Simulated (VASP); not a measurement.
Here is a VASP 6.6.1 calculation.

Contents of INCAR:

```
SYSTEM = MnS
ALGO = Normal
EDIFF = 1E-6
ENCUT = 600
GGA = PE
GGA_COMPAT = .False.
ISIF = 2
ISMEAR = 0
ISPIN = 2
LASPH = .True.
LCHARG = .True.
LDAU = .True.
LDAUJ = 0 0
LDAUL = 2 -1
LDAUPRINT = 1
LDAUTYPE = 2
LDAUU = 5 0
LELF = .True.
LMAXMIX = 4
LORBIT = 11
LREAL = .False.
LVHAR = .True.
LWAVE = .False.
MAGMOM = 5 5 0 0
NBANDS = 33
NELM = 200
PREC = Accurate
SIGMA = 0.05
```

File KPOINTS:

```
k-points
0
Gamma
  6 6 3
  0 0 0
```

The input POSCAR:

```
MnS
1.0
    3.9760016100      0.0000000000      0.0000000000
   -1.9880008000      3.4433184000      0.0000000000
    0.0000000000      0.0000000000      6.4320005000
Mn S
2 2
Direct
    0.3333333333      0.6666666667      0.0000000000
    0.6666666667      0.3333333333      0.5000000000
    0.3333333333      0.6666666667      0.3850000000
    0.6666666667      0.3333333333      0.8850000000
```

Potentials or basis: VASP PAW PBE potentials, release 64 (Mn_sv, S).

The run is started by

```console
$ cat potpaw_PBE.64/Mn_sv/POTCAR potpaw_PBE.64/S/POTCAR > POTCAR
$ mpirun -np 1 vasp_std > vasp.out
```

Question: What does it give for the band gap on the k mesh?

Answer: 1.53 eV.

Question: Estimate the site moments.

Answer: Mn +4.46; S +0.03 μB.

Eigenvalues of the final occupation matrices:
```csv
site,spin,trace,eigenvalues
site 1 d,1,4.57,0.91 0.91 0.91 0.91 0.92
site 1 d,2,0.14,0.01 0.01 0.04 0.04 0.04
site 2 d,1,4.57,0.91 0.91 0.91 0.91 0.92
site 2 d,2,0.14,0.01 0.01 0.04 0.04 0.04
```

Caveat: an odd mesh through Γ misses points on the zone boundary, where band edges can lie; only a ferromagnetic start was run, and an antiferromagnetic order may lie lower in energy. The state reached can hang on the start; a lower one may exist.
